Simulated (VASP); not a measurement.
# BC2 (P4_2/mmc) in VASP: single point with PBE

Aim: the single point of BC2 with PBE.

Everything below comes from runs of VASP 6.6.1. Logs are shortened: lines on timing, memory, paths and dates and some standing lists are left out, and cuts for length are marked.

## Step 1: The cell of the first run

It takes space group P4_2/mmc (No. 131, tetragonal). Conventional cell: a = 2.998 Å, b = 2.998 Å, c = 3.268 Å, α = 90.00°, β = 90.00°, γ = 90.00°. B (site symmetry -4m2) has 4 C at 1.51 Å and 2 B at 1.63 Å within 2.0 Å. C (site symmetry 2mm) has 1 C at 1.35 Å and 2 B at 1.51 Å within 1.8 Å.

The cell was generated, and may not be a known phase.

## Step 2: Single point, PBE

Input file INCAR:

```
SYSTEM = BC2
  PREC = Accurate
  ENCUT = 1300
  EDIFF = 1E-6
  ISMEAR = 0
  SIGMA = 0.1
  LREAL = .False.
  LASPH = .True.
  NELM = 120
  ALGO = Normal
  ISIF = 2
  LWAVE = .False.
  LCHARG = .True.
  GGA = PE
  LELF = .True.
  LVHAR = .True.
  NBANDS = 20
  GGA_COMPAT = .False.
```

Input file KPOINTS:

```
Automatic mesh
0
Gamma
  6 6 6
  0 0 0
```

Input file POSCAR:

```
BC2
1.0
    2.9977642700      0.0000000000      0.0000000000
    0.0000000000      2.9977642700      0.0000000000
    0.0000000000      0.0000000000      3.2680188000
B C
2 4
Direct
    0.5000000000      0.5000000000      0.7500000000
    0.5000000000      0.5000000000      0.2500000000
    0.5000000000      0.0000000000      0.7072967400
    0.0000000000      0.5000000000      0.7927032600
    0.0000000000      0.5000000000      0.2072967400
    0.5000000000      0.0000000000      0.2927032600
```

Potentials or basis: VASP PAW PBE potentials, release 64 (B_h, C_h).

On the command line:

```sh
> cat potpaw_PBE.64/B_h/POTCAR potpaw_PBE.64/C_h/POTCAR > POTCAR
> mpirun -np 1 vasp_std > vasp.out
```

OUTCAR:

```text
SYSTEM = BC2
   PREC = Accurate
   ENCUT = 1300
   EDIFF = 1E-6
   ISMEAR = 0
   LREAL = .False.
   LASPH = .True.
   NELM = 120
   ISIF = 2
   GGA = PE

 ion  position               nearest neighbor table
   1  0.500  0.500  0.750-
   2  0.500  0.500  0.250-
   3  0.500  0.000  0.707-   6 1.35
   4  0.000  0.500  0.793-   5 1.35
   5  0.000  0.500  0.207-   4 1.35
   6  0.500  0.000  0.293-   3 1.35

  LATTYP: Found a simple tetragonal cell.
 ALAT       =     2.9977642700
 C/A-ratio  =     1.0901520285

  Lattice vectors:

 A1 = (   2.9977642700,   0.0000000000,   0.0000000000)
 A2 = (   0.0000000000,   2.9977642700,   0.0000000000)
 A3 = (   0.0000000000,   0.0000000000,   3.2680188000)

Analysis of symmetry for initial positions (statically):
=====================================================================
 Subroutine PRICEL returns:
 Original cell was already a primitive cell.

 Routine SETGRP: Setting up the symmetry group for a
 simple tetragonal supercell.

 Subroutine GETGRP returns: Found 16 space group operations
 (whereof  8 operations were pure point group operations)
 out of a pool of 16 trial point group operations.

The static configuration has the point symmetry D_2h.
 The point group associated with its full space group is D_4h.

Analysis of symmetry for dynamics (positions and initial velocities):
=====================================================================
 Subroutine PRICEL returns:
 Original cell was already a primitive cell.

 Routine SETGRP: Setting up the symmetry group for a
 simple tetragonal supercell.

 Subroutine GETGRP returns: Found 16 space group operations
 (whereof  8 operations were pure point group operations)
 out of a pool of 16 trial point group operations.

The dynamic configuration has the point symmetry D_2h.
 The point group associated with its full space group is D_4h.

 Subroutine INISYM returns: Found 16 space group operations
 (whereof  8 operations are pure point group operations),
 and found     1 'primitive' translations

----------------------------------------------------------------------------------------

                                     Primitive cell

  volume of cell :      29.3683

  direct lattice vectors                    reciprocal lattice vectors
     2.997764270  0.000000000  0.000000000     0.333581933  0.000000000  0.000000000
     0.000000000  2.997764270  0.000000000     0.000000000  0.333581933  0.000000000
     0.000000000  0.000000000  3.268018800     0.000000000  0.000000000  0.305995792

  length of vectors
     2.997764270  2.997764270  3.268018800     0.333581933  0.333581933  0.305995792

  position of ions in fractional coordinates (direct lattice)
     0.500000000  0.500000000  0.750000000
     0.500000000  0.500000000  0.250000000
     0.500000000  0.000000000  0.707296740
     0.000000000  0.500000000  0.792703260
     0.000000000  0.500000000  0.207296740
     0.500000000  0.000000000  0.292703260

  ion indices of the primitive-cell ions
   primitive index   ion index
                 1           1
                 2           2
                 3           3
                 4           4
                 5           5
                 6           6

----------------------------------------------------------------------------------------

 KPOINTS: Automatic mesh

Automatic generation of k-mesh.
 Grid dimensions read from file:
 generate k-points for:    6    6    6

 Generating k-lattice:

  Cartesian coordinates                     Fractional coordinates (reciprocal lattice)
     0.055596989  0.000000000  0.000000000     0.166666667  0.000000000  0.000000000
     0.000000000  0.055596989  0.000000000     0.000000000  0.166666667  0.000000000
     0.000000000  0.000000000  0.050999299     0.000000000  0.000000000  0.166666667

  Length of vectors
     0.055596989  0.055596989  0.050999299

  Shift w.r.t. Gamma in fractional coordinates (k-lattice)
     0.000000000  0.000000000  0.000000000

 Subroutine IBZKPT returns following result:
 ===========================================

 Found     40 irreducible k-points:

 Following reciprocal coordinates:
            Coordinates               Weight
  0.000000  0.000000  0.000000      1.000000
  0.166667  0.000000  0.000000      4.000000
  0.333333  0.000000  0.000000      4.000000
  0.500000  0.000000  0.000000      2.000000
  0.166667  0.166667  0.000000      4.000000
  0.333333  0.166667  0.000000      8.000000
[... 16 lines left out ...]
  0.333333  0.000000  0.333333      8.000000
  0.500000  0.000000  0.333333      4.000000
 [... further k-points ...]
   k-points           NKPTS =     40   k-points in BZ     NKDIM =     40   number of bands    NBANDS=     20
   number of dos      NEDOS =    301   number of ions     NIONS =      6
   total plane-waves  NPLWV =  51840
   dimension x,y,z NGX =    36 NGY =   36 NGZ =   40
   dimension x,y,z NGXF=    72 NGYF=   72 NGZF=   80
   ions per type =               2   4
   NGX,Y,Z   is equivalent  to a cutoff of  19.96, 19.96, 20.35 a.u.
   NGXF,Y,Z  is equivalent  to a cutoff of  39.93, 39.93, 40.70 a.u.
 SYSTEM =  BC2
   PREC   = accura    normal or accurate (medium, high low for compatibility)
   ISTART =      0    job   : 0-new  1-cont  2-samecut
   ICHARG =      2    charge: 1-file 2-atom 10-const
   ISPIN  =      1    spin polarized calculation?
   LNONCOLLINEAR =      F non collinear calculations
   LSORBIT =      F    spin-orbit coupling
   LASPH  =      T    aspherical Exc in radial PAW
   ENCUT  = 1300.0 eV  95.55 Ry    9.77 a.u.   8.81  8.81  9.61*2*pi/ulx,y,z
   NELM   =    120;   NELMIN=  2; NELMDL= -5     # of ELM steps
   EDIFF  = 0.1E-05   stopping-criterion for ELM
   LREAL  =      F    real-space projection
   EDIFFG = 0.1E-04   stopping-criterion for IOM
   NSW    =      0    number of steps for IOM
   IBRION =     -1    ionic relax: 0-MD 1-quasi-New 2-CG
   NFREE  =      0    steps in history (QN), initial steepest desc. (CG)
   ISIF   =      2    stress and relaxation
   ISYM   =      2    0-nonsym 1-usesym 2-fastsym
   POTIM  = 0.5000    time-step for ionic-motion
   TEBEG  =    0.0;   TEEND  =   0.0 temperature during run
   PSTRESS=    0.0 pullay stress
   NELECT =      22.0000    total number of electrons
   NUPDOWN=      -1.0000    fix difference up-down
   EMIN   =  10.00;   EMAX   =-10.00  energy-range for DOS
   EFERMI =   0.00;   METHOD = LEGACY
   ISMEAR =     0;   SIGMA  =   0.10  broadening in eV -4-tet -1-fermi 0-gaus
   EFERMI_NEDOS =   21; number of points for ismear=-14 and -15
   IALGO  =     38    algorithm
   IMIX   =      4    mixing-type and parameters
     AMIX     =   0.40;   BMIX     =  1.00
     AMIX_MAG =   1.60;   BMIX_MAG =  1.00
  volume/ion in A,a.u.               =       4.89        33.03
  Fermi-wavevector in a.u.,A,eV,Ry     =   1.486811  2.809666 30.077151  2.210608
  Thomas-Fermi vector in A             =   2.600051
   LORBIT       =      0    0 simple, 1 ext, 2 COOP (PROOUT), +10 PAW based schemes
   GGA     = PE    functional components
   LHFCALC =     F    Hartree Fock is set to
   AEXX    =    0.0000 exact exchange contribution
   IVDW    =     0    specifies the selected vdW correction
   LEPSILON=     F    determine dielectric tensor
   LRPA    =     F    only Hartree local field effects (RPA)
 non-spin polarized calculation
 Gauss-broadening in eV      SIGMA  =   0.10
  energy-cutoff  :     1300.00
  volume of cell :       29.37
 maximum number of plane-waves:      3156
 NGX is ok and might be reduce to    36
   NGX = 17   NGY = 17   NGZ = 19

 number of electron      22.0000000 magnetization

 Free energy of the ion-electron system (eV)
  ---------------------------------------------------
  ext. energy  EPLUGINS =         0.00000000
  ---------------------------------------------------
  free energy    TOTEN  =       -32.09832488 eV

  energy without entropy =      -32.08986941  energy(sigma->0) =      -32.09409715

 E-fermi :  13.5634     XC(G=0): -14.0514

 val. band max:       13.5620845168   @ k =   0.1667   0.0000   0.3333
 cond. band min:      13.5716243824   @ k =   0.5000   0.5000   0.5000
 fundamental gap:      0.0095398657
 Fermi energy:        13.5634194747

 k-point     1 :       0.0000    0.0000    0.0000
  band No.  band energies     occupation
      1      -9.5565      2.00000
      2      -1.8553      2.00000
      3       1.0371      2.00000
      4       1.0371      2.00000
      5       3.3245      2.00000
      6       4.0003      2.00000
[... 12 lines left out ...]
     19      26.6484      0.00000
     20      27.7314      0.00000

 k-point     2 :       0.1667    0.0000    0.0000
  band No.  band energies     occupation
      1      -9.2265      2.00000
      2      -2.3768      2.00000
      3       0.1529      2.00000
      4       1.3022      2.00000
      5       3.5776      2.00000
      6       5.4276      2.00000
[... 12 lines left out ...]
     19      28.8445      0.00000
     20      29.1427      0.00000

 k-point     3 :       0.3333    0.0000    0.0000
  band No.  band energies     occupation
      1      -8.2672      2.00000
      2      -4.3316      2.00000
      3       0.4719      2.00000
      4       1.9413      2.00000
      5       4.3183      2.00000
      6       5.0028      2.00000
[... 12 lines left out ...]
     19      28.1754      0.00000
     20      29.7254      0.00000

 k-point     4 :       0.5000    0.0000    0.0000
  band No.  band energies     occupation
      1      -7.1660      2.00000
      2      -5.9168      2.00000
      3       1.0974      2.00000
      4       2.3481      2.00000
      5       4.0163      2.00000
      6       5.3437      2.00000
[... 429 lines left out ...]
 k-point    23 :       0.3333    0.0000    0.3333
  band No.  band energies     occupation
      1      -7.1485      2.00000
      2      -4.3340      2.00000
      3      -2.2226      2.00000
      4       0.8470      2.00000
      5       3.1171      2.00000
      6       6.9833      2.00000
[... 12 lines left out ...]
     19      27.7816      0.00000
     20      29.3340      0.00000

 k-point    24 :       0.5000    0.0000    0.3333
  band No.  band energies     occupation
      1      -6.1341      2.00000
      2      -4.8999      2.00000
      3      -2.4462      2.00000
      4      -0.4848      2.00000
      5       3.4703      2.00000
      6       7.6951      2.00000
[... 12 lines left out ...]
     19      26.6163      0.00000
     20      28.8413      0.00000

 [... further k-points ...]
[... 5 lines left out ...]
  --------------------------------------------------------------------------------------
  -------------------------------------------------------------------------------------
  Total       25.6874211     25.6874211     43.6040522     -0.0000000      0.0000000      0.0000000
  in kB     1401.3660224   1401.3660224   2378.7999946     -0.0000000      0.0000000      0.0000000
  external PRESSURE =    1727.1773465 kB  Pullay stress =       0.0000000 kB

 VOLUME and BASIS-vectors are now :
 -----------------------------------------------------------------------------
  energy-cutoff  :     1300.00
  volume of cell :       29.37
      direct lattice vectors                 reciprocal lattice vectors
     2.997764270  0.000000000  0.000000000     0.333581933  0.000000000  0.000000000
     0.000000000  2.997764270  0.000000000     0.000000000  0.333581933  0.000000000
     0.000000000  0.000000000  3.268018800     0.000000000  0.000000000  0.305995792

 POSITION                                       TOTAL-FORCE (eV/Angst)
 -----------------------------------------------------------------------------------
      1.49888      1.49888      2.45101         0.000000      0.000000      0.000000
      1.49888      1.49888      0.81700         0.000000      0.000000      0.000000
      1.49888      0.00000      2.31146         0.000000      0.000000     -0.349709
      0.00000      1.49888      2.59057         0.000000      0.000000      0.349709
      0.00000      1.49888      0.67745         0.000000      0.000000     -0.349709
      1.49888      0.00000      0.95656         0.000000      0.000000      0.349709
 -----------------------------------------------------------------------------------
    total drift:                                0.000000     -0.000000      0.000000

  FREE ENERGIE OF THE ION-ELECTRON SYSTEM (eV)
  ---------------------------------------------------
  free  energy   TOTEN  =       -32.0983248792 eV

  energy  without entropy=      -32.0898694112  energy(sigma->0) =      -32.09409715
```

Run time: 37 s. Hardware: 1 thread of Intel Xeon Platinum 8488C (Sapphire Rapids), shared host; peak memory 0.24 GiB.

Results:

```
Free energy            : -32.0983 eV
Pressure               : 172.7 GPa
Largest force          : 0.350 eV/Å
Band gap on the k mesh : zero (bands 11 and 12 overlap by 5.18 eV)
```

Forces on the atoms (eV/Å):
```
B    0.000  0.000  0.000
B    0.000  0.000  0.000
C    0.000  0.000 -0.350
C    0.000  0.000  0.350
C    0.000  0.000 -0.350
C    0.000  0.000  0.350
```

Levels at points of the mesh, in eV from the Fermi level:
```
           k point  band 9  band 10  band 11  band 12  band 13  band 14
(0.00, 0.00, 0.00)   -4.30    -0.71    -0.71    -0.48     0.91     1.59
(0.50, 0.00, 0.00)   -4.56    -3.24    -2.56    -1.53     4.11     4.23
(0.50, 0.50, 0.00)   -6.46    -6.23    -1.42     1.57     2.16     7.37
(0.00, 0.00, 0.50)   -0.23    -0.23     0.93     0.93     1.52     1.52
(0.50, 0.00, 0.50)   -2.97    -1.88    -1.16     0.41     1.13     3.27
(0.50, 0.50, 0.50)    0.01     0.01     3.23     3.23     5.23     5.23
```

Caveat: the stress differs along the axes, from 140 to 238 GPa.
